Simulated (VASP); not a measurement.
# SrO in VASP: a series of runs

The runs below take SrO through single point, relaxation of cell and atoms, with PBE.

All numbers are computed with VASP 6.6.1; they aren't measurements. Logs are shortened: lines on timing, memory, paths and dates and some standing lists are left out, and cuts for length are marked.

## Step 1: The cell of the first run

The typed cell holds 4 atoms: a = 4.335 Å, b = 4.315 Å, c = 5.239 Å, α = 90.30°, β = 90.38°, γ = 120.08°.

## Step 2: Single point, PBE (atoms moved at random and the cell strained at random)

Contents of INCAR:

```
SYSTEM = SrO
  PREC = Accurate
  ENCUT = 520
  EDIFF = 1E-7
  ISMEAR = 0
  SIGMA = 0.02
  LREAL = .False.
  LASPH = .True.
  NELM = 100
  ALGO = Normal
  ISIF = 2
  LWAVE = .False.
  LCHARG = .False.
  GGA = PE
  NBANDS = 24
```

Contents of KPOINTS:

```
regular mesh
0
Gamma
  9 9 6
  0 0 0
```

Contents of POSCAR:

```
SrO
1.0
    4.3347242280      0.0026935437     -0.0142800573
   -2.1650294367      3.7323069114     -0.0113732833
   -0.0172196873     -0.0257779750      5.2391671848
Sr O
2 2
Direct
    0.3382188124      0.6710581047      0.9328751540
    0.6643977075      0.3347269218      0.4398345835
    0.3378320963      0.6684275651      0.4348356776
    0.6595513837      0.3257874084      0.9424545849
```

Potentials or basis: VASP PAW PBE potentials, release 64 (Sr_sv, O).

On the command line:

```bash
cat potpaw_PBE.64/Sr_sv/POTCAR potpaw_PBE.64/O/POTCAR > POTCAR
mpirun -np 1 vasp_std > vasp.out
```

OUTCAR:

```text
SYSTEM = SrO
   PREC = Accurate
   ENCUT = 520
   EDIFF = 1E-7
   ISMEAR = 0
   LREAL = .False.
   LASPH = .True.
   NELM = 100
   ISIF = 2
   GGA = PE

 ion  position               nearest neighbor table
   1  0.338  0.671  0.933-   4 2.44   4 2.50   4 2.55   3 2.61   3 2.63   2 3.58   2 3.59   2 3.60
                             2 3.61   2 3.63   2 3.69
   2  0.664  0.335  0.440-   3 2.47   3 2.49   3 2.53   4 2.61   4 2.63   1 3.58   1 3.59   1 3.60
                             1 3.61   1 3.63   1 3.69
   3  0.338  0.668  0.435-   2 2.47   2 2.49   2 2.53   1 2.61   1 2.63
   4  0.660  0.326  0.942-   1 2.44   1 2.50   1 2.55   2 2.61   2 2.63

  LATTYP: Found a triclinic cell.
 ALAT       =     4.3148113162
 B/A-ratio  =     2.1239247541
 C/A-ratio  =     1.5689713054
 COS(alpha) =     0.0023005038
 COS(beta)  =     0.6333029499
 COS(gamma) =     0.7075730899

  Lattice vectors:

 A1 = (   2.1650294367,  -3.7323069114,   0.0113732833)
 A2 = (  -0.0218850419,  -7.4930853415,   5.2761938087)
 A3 = (   2.1822491240,  -3.7065289364,  -5.2277939015)

Analysis of symmetry for initial positions (statically):
=====================================================================
 Subroutine PRICEL returns:
 Original cell was already a primitive cell.

 Routine SETGRP: Setting up the symmetry group for a
 triclinic supercell.

 Subroutine GETGRP returns: Found  1 space group operations
 (whereof  1 operations were pure point group operations)
 out of a pool of  2 trial point group operations.

The static configuration has the point symmetry C_1 .

Analysis of symmetry for dynamics (positions and initial velocities):
=====================================================================
 Subroutine PRICEL returns:
 Original cell was already a primitive cell.

 Routine SETGRP: Setting up the symmetry group for a
 triclinic supercell.

 Subroutine GETGRP returns: Found  1 space group operations
 (whereof  1 operations were pure point group operations)
 out of a pool of  2 trial point group operations.

The dynamic configuration has the point symmetry C_1 .

 Subroutine INISYM returns: Found  1 space group operations
 (whereof  1 operations are pure point group operations),
 and found     1 'primitive' translations

----------------------------------------------------------------------------------------

                                     Primitive cell

  volume of cell :      84.7895

  direct lattice vectors                    reciprocal lattice vectors
     4.334724228  0.002693544 -0.014280057     0.230616719  0.133780020  0.001416203
    -2.165029437  3.732306911 -0.011373283    -0.000162093  0.267840794  0.001317309
    -0.017219687 -0.025777975  5.239167185     0.000628225  0.000946069  0.190876750

  length of vectors
     4.334748586  4.314811316  5.239258899     0.266614273  0.267844082  0.190880128

  position of ions in fractional coordinates (direct lattice)
     0.338218812  0.671058105  0.932875154
     0.664397708  0.334726922  0.439834584
     0.337832096  0.668427565  0.434835678
     0.659551384  0.325787408  0.942454585

  ion indices of the primitive-cell ions
   primitive index   ion index
                 1           1
                 2           2
                 3           3
                 4           4

----------------------------------------------------------------------------------------

 KPOINTS: regular mesh

Automatic generation of k-mesh.
 Grid dimensions read from file:
 generate k-points for:    9    9    6

 Generating k-lattice:

  Cartesian coordinates                     Fractional coordinates (reciprocal lattice)
     0.025624080  0.014864447  0.000157356     0.111111111  0.000000000  0.000000000
    -0.000018010  0.029760088  0.000146368     0.000000000  0.111111111  0.000000000
     0.000104704  0.000157678  0.031812792     0.000000000  0.000000000  0.166666667

  Length of vectors
     0.029623808  0.029760454  0.031813355

  Shift w.r.t. Gamma in fractional coordinates (k-lattice)
     0.000000000  0.000000000  0.000000000

 Subroutine IBZKPT returns following result:
 ===========================================

 Found    244 irreducible k-points:

 Following reciprocal coordinates:
            Coordinates               Weight
  0.000000  0.000000  0.000000      1.000000
  0.111111 -0.000000  0.000000      2.000000
  0.222222 -0.000000 -0.000000      2.000000
  0.333333 -0.000000 -0.000000      2.000000
  0.444444 -0.000000 -0.000000      2.000000
 -0.000000  0.111111 -0.000000      2.000000
[... 16 lines left out ...]
 -0.111111  0.222222 -0.000000      2.000000
 -0.000000  0.333333 -0.000000      2.000000
 [... further k-points ...]
   k-points           NKPTS =    244   k-points in BZ     NKDIM =    244   number of bands    NBANDS=     24
   number of dos      NEDOS =    301   number of ions     NIONS =      4
   total plane-waves  NPLWV =  40960
   dimension x,y,z NGX =    32 NGY =   32 NGZ =   40
   dimension x,y,z NGXF=    64 NGYF=   64 NGZF=   80
   ions per type =               2   2
   NGX,Y,Z   is equivalent  to a cutoff of  12.27, 12.33, 12.69 a.u.
   NGXF,Y,Z  is equivalent  to a cutoff of  24.55, 24.66, 25.38 a.u.
 SYSTEM =  SrO
   PREC   = accura    normal or accurate (medium, high low for compatibility)
   ISTART =      0    job   : 0-new  1-cont  2-samecut
   ICHARG =      2    charge: 1-file 2-atom 10-const
   ISPIN  =      1    spin polarized calculation?
   LNONCOLLINEAR =      F non collinear calculations
   LSORBIT =      F    spin-orbit coupling
   LASPH  =      T    aspherical Exc in radial PAW
   ENCUT  =  520.0 eV  38.22 Ry    6.18 a.u.   8.06  8.02  9.74*2*pi/ulx,y,z
   NELM   =    100;   NELMIN=  2; NELMDL= -5     # of ELM steps
   EDIFF  = 0.1E-06   stopping-criterion for ELM
   LREAL  =      F    real-space projection
   EDIFFG = 0.1E-05   stopping-criterion for IOM
   NSW    =      0    number of steps for IOM
   IBRION =     -1    ionic relax: 0-MD 1-quasi-New 2-CG
   NFREE  =      0    steps in history (QN), initial steepest desc. (CG)
   ISIF   =      2    stress and relaxation
   ISYM   =      2    0-nonsym 1-usesym 2-fastsym
   POTIM  = 0.5000    time-step for ionic-motion
   TEBEG  =    0.0;   TEEND  =   0.0 temperature during run
   PSTRESS=    0.0 pullay stress
   NELECT =      32.0000    total number of electrons
   NUPDOWN=      -1.0000    fix difference up-down
   EMIN   =  10.00;   EMAX   =-10.00  energy-range for DOS
   EFERMI =   0.00;   METHOD = LEGACY
   ISMEAR =     0;   SIGMA  =   0.02  broadening in eV -4-tet -1-fermi 0-gaus
   EFERMI_NEDOS =   21; number of points for ismear=-14 and -15
   IALGO  =     38    algorithm
   IMIX   =      4    mixing-type and parameters
     AMIX     =   0.40;   BMIX     =  1.00
     AMIX_MAG =   1.60;   BMIX_MAG =  1.00
  volume/ion in A,a.u.               =      21.20       143.05
  Fermi-wavevector in a.u.,A,eV,Ry     =   1.183071  2.235680 19.043482  1.399656
  Thomas-Fermi vector in A             =   2.319312
   LORBIT       =      0    0 simple, 1 ext, 2 COOP (PROOUT), +10 PAW based schemes
   GGA     = PE    functional components
   LHFCALC =     F    Hartree Fock is set to
   AEXX    =    0.0000 exact exchange contribution
   IVDW    =     0    specifies the selected vdW correction
   LEPSILON=     F    determine dielectric tensor
   LRPA    =     F    only Hartree local field effects (RPA)
 non-spin polarized calculation
 Gauss-broadening in eV      SIGMA  =   0.02
  energy-cutoff  :      520.00
  volume of cell :       84.79
 maximum number of plane-waves:      2302
   NGX = 17   NGY = 17   NGZ = 19

 number of electron      32.0000000 magnetization

 Free energy of the ion-electron system (eV)
  ---------------------------------------------------
  ext. energy  EPLUGINS =         0.00000000
  ---------------------------------------------------
  free energy    TOTEN  =       -23.88367523 eV

  energy without entropy =      -23.88367523  energy(sigma->0) =      -23.88367523

 E-fermi :   0.7611     XC(G=0):  -8.7781

 val. band max:        0.6072384959   @ k =   0.0000   0.0000   0.0000
 cond. band min:       3.1269271659   @ k =   0.0000   0.0000   0.0000
 fundamental gap:      2.5196886700
 Fermi energy:         0.7611176023

 k-point     1 :       0.0000    0.0000    0.0000
  band No.  band energies     occupation
      1     -31.9503      2.00000
      2     -31.8117      2.00000
      3     -14.4490      2.00000
      4     -14.3764      2.00000
      5     -14.3482      2.00000
      6     -14.0664      2.00000
[... 16 lines left out ...]
     23       8.9999      0.00000
     24       9.2103      0.00000

 k-point     2 :       0.1111   -0.0000    0.0000
  band No.  band energies     occupation
      1     -31.9451      2.00000
      2     -31.8136      2.00000
      3     -14.6608      2.00000
      4     -14.6058      2.00000
      5     -14.3902      2.00000
      6     -14.0844      2.00000
[... 16 lines left out ...]
     23       8.8209      0.00000
     24       8.8779      0.00000

 k-point     3 :       0.2222   -0.0000   -0.0000
  band No.  band energies     occupation
      1     -31.9309      2.00000
      2     -31.8194      2.00000
      3     -15.0028      2.00000
      4     -14.9324      2.00000
      5     -14.3343      2.00000
      6     -14.1192      2.00000
[... 16 lines left out ...]
     23       8.7963      0.00000
     24       8.9875      0.00000
[... 514 lines left out ...]
 k-point    23 :      -0.1111    0.2222   -0.0000
  band No.  band energies     occupation
      1     -31.9343      2.00000
      2     -31.8179      2.00000
      3     -14.9577      2.00000
      4     -14.8884      2.00000
      5     -14.3492      2.00000
      6     -14.0963      2.00000
[... 16 lines left out ...]
     23       8.9097      0.00000
     24       8.9456      0.00000

 k-point    24 :      -0.0000    0.3333   -0.0000
  band No.  band energies     occupation
      1     -31.9090      2.00000
      2     -31.8304      2.00000
      3     -15.3226      2.00000
      4     -15.2282      2.00000
      5     -14.2395      2.00000
      6     -14.1561      2.00000
[... 16 lines left out ...]
     23       8.7107      0.00000
     24       9.0474      0.00000

 [... further k-points ...]

------------------------ aborting loop because EDIFF is reached ----------------------------------------

  FORCE on cell =-STRESS in cart. coord.  units (eV):
  Direction    XX          YY          ZZ          XY          YZ          ZX
  --------------------------------------------------------------------------------------
  -------------------------------------------------------------------------------------
  Total       -0.8143035     -0.3181682     -0.8249153     -0.2258138      0.2283961      0.1456346
  in kB      -15.3870225     -6.0120849    -15.5875414     -4.2669625      4.3157565      2.7519006
  external PRESSURE =     -12.3288830 kB  Pullay stress =       0.0000000 kB

 VOLUME and BASIS-vectors are now :
 -----------------------------------------------------------------------------
  energy-cutoff  :      520.00
  volume of cell :       84.79
      direct lattice vectors                 reciprocal lattice vectors
     4.334724228  0.002693544 -0.014280057     0.230616719  0.133780020  0.001416203
    -2.165029437  3.732306911 -0.011373283    -0.000162093  0.267840794  0.001317309
    -0.017219687 -0.025777975  5.239167185     0.000628225  0.000946069  0.190876750

 POSITION                                       TOTAL-FORCE (eV/Angst)
 -----------------------------------------------------------------------------------
     -0.00284      2.48146      4.87503        -0.110648     -0.214746      0.228719
      2.14771      1.23976      2.29107         0.131129      0.012297     -0.192325
      0.00976      2.48448      2.26575        -0.110404     -0.016608      0.098841
      2.13741      1.19342      4.92455         0.089922      0.219057     -0.135235
 -----------------------------------------------------------------------------------
    total drift:                               -0.000067      0.000337     -0.000032

  FREE ENERGIE OF THE ION-ELECTRON SYSTEM (eV)
  ---------------------------------------------------
  free  energy   TOTEN  =       -23.8836752256 eV

  energy  without entropy=      -23.8836752256  energy(sigma->0) =      -23.88367523
```

It took 5.9 min on 1 thread of Intel Xeon Platinum 8375C at 2.90GHz (Ice Lake), shared host; peak memory 0.51 GiB.

What came out:

* Free energy: -23.8837 eV
* Pressure: -1.2 GPa
* Largest force: 0.333 eV/Å
* Band gap on the k mesh: 2.52 eV, direct

Forces in eV/Å, atoms in the order of the input:
```
Sr  -0.111 -0.215  0.229
Sr   0.131  0.012 -0.192
O   -0.110 -0.017  0.099
O    0.090  0.219 -0.135
```

Caveat: the cell differs from its parent crystal (atoms moved at random and the cell strained at random).

## Step 3: Relaxation of cell and atoms, PBE

This run uses another cell than the first one, of 20.40 Å³/atom, 0.963 times its volume.

Contents of INCAR:

```
SYSTEM = SrO
  PREC = Accurate
  ENCUT = 600
  EDIFF = 1E-7
  ISMEAR = 0
  SIGMA = 0.02
  LREAL = .False.
  LASPH = .True.
  NELM = 80
  ALGO = Normal
  ISIF = 3
  LWAVE = .False.
  LCHARG = .False.
  GGA = PE
  IBRION = 2
  NSW = 100
  EDIFFG = -0.005
```

Contents of KPOINTS:

```
regular mesh
0
Gamma
  6 6 6
  0 0 0
```

Contents of POSCAR:

```
SrO
1.0
    4.2754662656      0.0000000000      0.0000000000
   -2.1377331328      3.7026623990      0.0000000000
    0.0000000000      0.0000000000      5.1555949900
Sr O
2 2
Direct
    0.3333333300      0.6666666700      0.9381277000
    0.6666666700      0.3333333300      0.4381277000
    0.3333333300      0.6666666700      0.4368723000
    0.6666666700      0.3333333300      0.9368723000
```

Potentials or basis: VASP PAW PBE potentials, release 64 (Sr_sv, O).

On the command line:

```bash
cat potpaw_PBE.64/Sr_sv/POTCAR potpaw_PBE.64/O/POTCAR > POTCAR
mpirun -np 1 vasp_std > vasp.out
```

It used 800 s of CPU time on 1 thread of AMD EPYC 7R13 Processor (Zen 3), with other jobs on the host.

It converged, with:

| Item | Value |
| --- | --- |
| Free energy | -23.9084 eV |
| Relaxed volume | 20.76 Å³/atom |
| Relaxed cell | a = 4.298 Å, b = 4.298 Å, c = 5.192 Å, α = 90.00°, β = 90.00°, γ = 120.00° |
| Space group after relaxing (to 0.05 Å) | P6_3/mmc (No. 194) |
| Energy gained by relaxing | 1.5 meV/atom |
| Ionic steps | 7 |
| Pressure after relaxing | 0.0 GPa |
| Band gap on the k mesh | 2.58 eV, direct |

The path:
| step | energy change (eV) | largest force (eV/Å) | pressure (GPa) | volume (Å³) |
| --- | --- | --- | --- | --- |
| 1 | 0.0000 | 0.0138 | 1.29 | 81.62 |
| 2 | -0.0053 | 0.0092 | -0.39 | 83.57 |
| 3 | -0.0059 | 0.0102 | 0.00 | 83.09 |
| 4 | -0.0059 | 0.0101 | -0.03 | 83.12 |
| 5 | -0.0059 | 0.0083 | -0.03 | 83.12 |
| 6 | -0.0060 | 0.0031 | -0.02 | 83.11 |
| 7 | -0.0060 | 0.0018 | 0.02 | 83.06 |

Final structure:
```
Sr O
1.0
     4.29779    0.00000    0.00000
    -2.14889    3.72199    0.00000
     0.00000    0.00000    5.19236
Sr O
2 2
Direct
  0.33333 0.66667 0.93759
  0.66667 0.33333 0.43759
  0.33333 0.66667 0.43741
  0.66667 0.33333 0.93741
```

Levels at points of the mesh, in eV from the valence-band top:
| k point | band 13 | band 14 | band 15 | band 16 | band 17 | band 18 | band 19 | band 20 |
| --- | --- | --- | --- | --- | --- | --- | --- | --- |
| (0.00, 0.00, 0.00) | -0.87 | -0.87 | -0.37 | 0.00 | 2.58 | 6.08 | 6.08 | 7.01 |
| (0.50, 0.00, 0.00) | -0.38 | -0.38 | -0.34 | -0.26 | 4.27 | 4.81 | 5.04 | 7.00 |
| (0.00, 0.00, 0.50) | -1.06 | -1.06 | -1.06 | -1.06 | 4.27 | 4.27 | 7.75 | 7.75 |
| (0.50, 0.00, 0.50) | -0.87 | -0.87 | -0.43 | -0.43 | 4.89 | 4.89 | 7.30 | 7.30 |

A k mesh can miss the band edges. As with any semilocal functional, this PBE gap is likely too small.
